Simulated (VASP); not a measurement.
Runs of VASP 6.6.1 on TiO2 (Rutile). The structure is that of space group P4_2/mnm (No. 136), or close to it. The cells are those of the table. 

| cell | gap on the mesh (eV) | pressure (GPa) | largest force (eV/Å) |
| --- | --- | --- | --- |
| a = 4.592, b = 4.592, c = 2.957 Å, 6 atoms | (c) | 6.1 | 0.13 |
| a = 4.561, b = 4.561, c = 2.938 Å, 6 atoms | 1.92 | 11.4 | 0.23 |
| a = 4.498, b = 4.498, c = 2.897 Å, 6 atoms | (b) | 23.9 | 0.46 |
| a = 4.682, b = 4.682, c = 3.015 Å, 6 atoms | (a) | (d) | 0.15 |
| a = 4.623, b = 4.623, c = 2.977 Å, 6 atoms | 1.82 | 1.3 | 0.03 |
| a = 4.530, b = 4.530, c = 2.917 Å, 6 atoms | 1.97 | 17.3 | 0.34 |

Alike in all rows: task single point; level PBE; potentials or basis VASP PAW PBE potentials, release 64 (Ti_sv, O); no spin polarisation; k mesh 4 × 4 × 6; cutoff (eV) 520; smearing gaussian 0.01 eV.

Task: Fill in the values left out.

Result: (a) 1.73; (b) 2.02; (c) 1.87; (d) -6.9.

A k mesh can miss the band edges.
